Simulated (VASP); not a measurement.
# LiF: single point with LDA

Crystal: LiF.

```
Li F
1.0
     3.17973    0.00000    0.00000
    -1.58986    2.75372    0.00000
     0.00000    0.00000    4.77245
Li F
2 2
Direct
  0.33333 0.66667 0.38398
  0.66667 0.33333 0.88398
  0.33333 0.66667 0.99102
  0.66667 0.33333 0.49102
```

| Item | Value |
| --- | --- |
| Program | VASP 6.6.1 |
| Task | single point |
| Functional | LDA |
| Potentials or basis | VASP PAW LDA potentials, release 64 (Li_sv, F) |
| Cutoff | 520 eV |
| k mesh | 9 × 9 × 6 |
| Occupations | gaussian, width 0.05 eV |
| Spin | no spin polarisation |

```yaml
Largest_force: 0.039 eV/Å
Band_gap_on_the_k_mesh: 7.16 eV
```

Forces on the atoms (eV/Å):
```
Li   0.000  0.000  0.039
Li   0.000  0.000  0.039
F    0.000  0.000 -0.039
F    0.000  0.000 -0.039
```

Levels at points of the mesh, in eV from the valence-band top:
| k point | band 7 | band 8 | band 9 | band 10 | band 11 | band 12 | band 13 | band 14 |
| --- | --- | --- | --- | --- | --- | --- | --- | --- |
| (0.00, 0.00, 0.00) | -0.59 | -0.23 | -0.23 | 0.00 | 7.16 | 11.56 | 14.61 | 17.31 |
| (0.00, 0.00, 0.50) | -0.41 | -0.41 | -0.41 | -0.41 | 8.88 | 8.88 | 17.05 | 17.05 |

Wall time 28 s on 1 thread of Intel(R) Xeon(R) Platinum 8259CL CPU @ 2.50GHz (Skylake/Cascade Lake) (shared host), peak memory 0.14 GiB.

Caveat: an odd mesh through Γ misses points on the zone boundary, where band edges can lie.
